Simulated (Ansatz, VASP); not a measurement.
## One calculation of Ga2O3, two programs

```
Ga O
1.0
     2.52887    1.46005    4.54106
    -2.52887    1.46005    4.54106
     0.00000   -2.92009    4.54106
Ga O
4 6
Direct
  0.85584 0.85584 0.85584
  0.64416 0.64416 0.64416
  0.14416 0.14416 0.14416
  0.35584 0.35584 0.35584
  0.75000 0.44687 0.05313
  0.44687 0.05313 0.75000
  0.05313 0.75000 0.44687
  0.25000 0.55313 0.94687
  0.94687 0.25000 0.55313
  0.55313 0.94687 0.25000
```

Alike in both runs: functional PBE; k mesh 6 × 6 × 6; occupations gaussian, width 0.02 eV; no spin polarisation.

Ansatz relaxed the structure, and its values are those at the end. VASP's run is a single point on that final structure, the one shown.

```csv
,VASP,Ansatz
version,VASP 6.6.1,Ansatz 0.2.0
potentials or method,"VASP PAW PBE potentials, release 64 (Ga_d, O), cutoff 600 eV","scalar-relativistic, plane waves, PAW"
valence electrons in the cell,88,88
```

|  | VASP | Ansatz | Ansatz less VASP |
| --- | --- | --- | --- |
| gap on the k mesh at the Fermi level (eV) | 2.39 | 2.40 | +0.008 |
| least direct gap on the mesh (eV) | 2.63 | 2.63 | +0.008 |
| pressure (GPa) | 0.7 | 0.0 | -0.71 |
| rms of the force components (eV/Å) | 0.004 | 0.000 | -0.0042 |
